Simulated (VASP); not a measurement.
Wanted: the native input for a VASP 6.6.1 run.

```yaml
Task: single point
Functional: PBE
Dispersion: D3(BJ)
Potentials_or_basis: VASP PAW PBE potentials, release 64 (C_h, O_h)
Cutoff: 910 eV
k_mesh: 4 × 4 × 4
Occupations: gaussian, width 0.02 eV
Spin: no spin polarisation
Dipole_correction: no
Further_INCAR_settings: ALGO = Normal; EDIFF = 1e-06; NBANDS = 44
```

The structure of CO2 lies in POSCAR:

```
CO2
1.0
    5.7221187031      0.0000000000      0.0000000000
    0.0000000000      5.7221187031      0.0000000000
    0.0000000000      0.0000000000      5.7221187031
C O
4 8
Direct
    0.0000000000      0.0000000000      0.0000000000
    0.5000000000      0.0000000000      0.5000000000
    0.5000000000      0.5000000000      0.0000000000
    0.0000000000      0.5000000000      0.5000000000
    0.1179307441      0.1179307441      0.1179307441
    0.3820692559      0.8820692559      0.6179307441
    0.6179307441      0.3820692559      0.8820692559
    0.8820692559      0.6179307441      0.3820692559
    0.8820692559      0.8820692559      0.8820692559
    0.6179307441      0.1179307441      0.3820692559
    0.3820692559      0.6179307441      0.1179307441
    0.1179307441      0.3820692559      0.6179307441
```

The input as run:

INCAR

```
PREC = Accurate
ENCUT = 910
EDIFF = 1E-6
ISMEAR = 0
SIGMA = 0.02
LREAL = F
LASPH = T
NELM = 120
ALGO = Normal
ISIF = 2
LWAVE = F
LCHARG = F
GGA = PE
IVDW = 12
NBANDS = 44
GGA_COMPAT = F
```

KPOINTS

```
regular mesh
0
Gamma
  4 4 4
```

Potentials or basis: VASP PAW PBE potentials, release 64 (C_h, O_h).

The run is started by

```bash
$ cat potpaw_PBE.64/C_h/POTCAR potpaw_PBE.64/O_h/POTCAR > POTCAR
$ mpirun -np 1 vasp_std > vasp.out
```

It gave:

The pressure is -0.3 GPa. The largest force is 0.027 eV/Å. The band gap on the k mesh is 6.74 eV and the dispersion energy per atom is -0.065 eV.

Run time: 2.6 min on 1 thread of Intel(R) Xeon(R) Platinum 8375C CPU @ 2.90GHz (Ice Lake) (shared host), peak memory 0.49 GiB.
